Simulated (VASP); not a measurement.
Input of a VASP 6.6.1 run:

The input INCAR:

```
SYSTEM = CuI
PREC = Accurate
ENCUT = 520
EDIFF = 1E-6
ISMEAR = -1
SIGMA = 0.05
LREAL = .False.
LASPH = .True.
NELM = 80
ALGO = Normal
ISIF = 2
LWAVE = .False.
LCHARG = .False.
GGA = PS
NBANDS = 26
```

The input KPOINTS:

```
regular mesh
0
Gamma
  7 7 4
  0 0 0
```

The input POSCAR:

```
CuI
1.0
    3.6926460772      0.0000000000      0.0000000000
    0.0000000000      3.6926460772      0.0000000000
    0.0000000000      0.0000000000      5.4381998012
I Cu
2 2
Direct
    0.0000000000      0.5000000000      0.6865453864
    0.5000000000      0.0000000000      0.3134546136
    0.0000000000      0.0000000000      0.0000000000
    0.5000000000      0.5000000000      0.0000000000
```

Potentials or basis: VASP PAW PBE potentials, release 64 (I, Cu).

Run with:

```sh
$ cat potpaw_PBE.64/I/POTCAR potpaw_PBE.64/Cu/POTCAR > POTCAR
$ mpirun -np 1 vasp_std > vasp.out
```

Question: Estimate the pressure.

Answer: 20.2 GPa.

Question: Estimate the largest force.

Answer: 0.024 eV/Å.

Question: Predict the band gap on the k mesh.

Answer: 1.18 eV (least direct gap 1.53 eV).

Forces in eV/Å, atoms in the order of the input:
```
I    0.000  0.000 -0.024
I    0.000  0.000  0.024
Cu   0.000  0.000  0.000
Cu   0.000  0.000  0.000
```

Caveat: the cell stands under pressure; the PAW data sets were made with another functional, which shifts forces and pressure a little; spin-orbit coupling is left out, which moves the levels of the heavy elements. A k mesh can miss the band edges.
